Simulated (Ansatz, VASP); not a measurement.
## Two plane-wave programs on Ta

```
CELL_PARAMETERS angstrom
2.90037 0.00000 0.00000
-1.45019 2.51180 0.00000
0.00000 0.00000 5.16627
ATOMIC_POSITIONS crystal
Ta 0.66667 0.33333 0.75000
Ta 0.35412 0.78217 0.20896
```

Change from the starting cell: one atom moved.

Alike in both runs: task single point; functional PBE; k mesh 15 × 15 × 8; occupations gaussian, width 0.1 eV; no spin polarisation.

|  | VASP | Ansatz |
| --- | --- | --- |
| version | VASP 6.6.1 | Ansatz 0.2.0 |
| potentials or method | VASP PAW PBE potentials, release 64 (Ta_pv), cutoff 520 eV | scalar-relativistic, plane waves, PAW |
| valence electrons in the cell | 22 | 26 |

|  | VASP | Ansatz | Ansatz less VASP |
| --- | --- | --- | --- |
| gap on the k mesh at the Fermi level (eV) | none | none | - |
| pressure (GPa) | 3.0 | 2.9 | -0.08 |
| traceless stress, the component that is largest in VASP (GPa) | 5.85 | 5.89 | +0.034 |
| rms of the force components (eV/Å) | 1.297 | 1.298 | +0.0009 |

Atom by atom the forces differ by 0.001 eV/Å (rms over components). A gap of «none» marks a metal or a gap that the smearing closes. VASP's potentials hold 22 valence electrons a cell and Ansatz's 26, so a difference there can come from the potentials and not from the codes.

Neither program's run includes spin-orbit coupling.
